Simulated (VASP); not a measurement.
Write the native input for VASP 6.6.1 that does the following.

```
Task                   : single point
Functional             : PBE
Potentials or basis    : VASP PAW PBE potentials, release 64 (K_sv, Ta_pv, O)
Cutoff                 : 520 eV
k mesh                 : 8 × 8 × 8
Occupations            : gaussian, width 0.05 eV
Spin                   : no spin polarisation
Dipole correction      : no
Further INCAR settings : ALGO = Normal; EDIFF = 1e-06; NBANDS = 27
```

The structure of KTaO3 lies in POSCAR:

```
KTaO3
1.0
    3.7431111446      0.0000000000      0.0000000000
    0.0000000000      3.7431111446      0.0000000000
    0.0000000000      0.0000000000      4.0248506931
K Ta O
1 1 3
Direct
    0.5000000000      0.5000000000      0.5000000000
    0.0000000000      0.0000000000      0.0000000000
    0.5000000000      0.0000000000      0.0000000000
    0.0000000000      0.5000000000      0.0000000000
    0.0000000000      0.0000000000      0.5000000000
```

This cell differs from its parent crystal: normal strain along x -0.0700, normal strain along y -0.0700.

One way to write it, as run:

INCAR

```
  PREC = Accurate
  ENCUT = 520
  EDIFF = 1E-6
  ISMEAR = 0
  SIGMA = 0.05
  LREAL = False
  LASPH = True
  NELM = 80
  ALGO = Normal
  ISIF = 2
  LWAVE = False
  LCHARG = False
  GGA = PE
  NBANDS = 27
```

KPOINTS

```
Automatic mesh
0
Gamma
  8 8 8
```

Potentials or basis: VASP PAW PBE potentials, release 64 (K_sv, Ta_pv, O).

Command:

```console
$ cat potpaw_PBE.64/K_sv/POTCAR potpaw_PBE.64/Ta_pv/POTCAR potpaw_PBE.64/O/POTCAR > POTCAR
$ mpirun -np 1 vasp_std > vasp.out
```

Results of the run:

| Item | Value |
| --- | --- |
| Pressure | 41.6 GPa |
| Band gap on the k mesh | 2.32 eV, indirect (least direct gap 2.78 eV) |

Caveat: the cell differs from its parent crystal (normal strain along x -0.0700, normal strain along y -0.0700); spin-orbit coupling is left out, which moves the levels of the heavy elements.

Wall time 62 s on 1 thread of AMD EPYC 7R13 Processor (Zen 3) (shared host), peak memory 0.21 GiB.
